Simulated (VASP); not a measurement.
Wanted: the native input for a VASP 6.6.1 run.

```yaml
Task: single point
Functional: PBE
Potentials_or_basis: VASP PAW PBE potentials, release 64 (K_sv, I)
Cutoff: 520 eV
k_mesh: 6 × 6 × 4
Occupations: gaussian, width 0.01 eV
Spin: no spin polarisation
Dipole_correction: no
Further_INCAR_settings: ALGO = Normal; EDIFF = 1e-07; NBANDS = 24
```

The structure of KI lies in POSCAR:

```
KI
1.0
    2.4605361434     -4.2598927714      0.0000000000
    2.4605361434      4.2598927714      0.0000000000
    0.0000000000      0.0000000000      8.5916379984
K I
2 2
Direct
    0.5000000000      0.5000000000      0.5000000000
    0.5000000000      0.5000000000      0.0000000000
    0.8332197538      0.1667802462      0.2500000000
    0.1667802462      0.8332197538      0.7500000000
```

This cell differs from its parent crystal: volume changed by -3%.

One way to write it, as run:

INCAR

```
PREC = Accurate
ENCUT = 520
EDIFF = 1E-7
ISMEAR = 0
SIGMA = 0.01
LREAL = False
LASPH = True
NELM = 100
ALGO = Normal
ISIF = 2
LWAVE = False
LCHARG = False
GGA = PE
NBANDS = 24
```

KPOINTS

```
regular mesh
0
Gamma
  6 6 4
```

Potentials or basis: VASP PAW PBE potentials, release 64 (K_sv, I).

Launch:

```sh
$ cat potpaw_PBE.64/K_sv/POTCAR potpaw_PBE.64/I/POTCAR > POTCAR
$ mpirun -np 1 vasp_std > vasp.out
```

It gave:

The pressure is 0.4 GPa and the band gap on the k mesh is 3.84 eV, direct.

Caveat: spin-orbit coupling is left out, which moves the levels of the heavy elements.

Wall time 3.2 min on 1 thread of Oxide Virtual Turin-like Processor, on a shared host, peak memory 0.34 GiB.
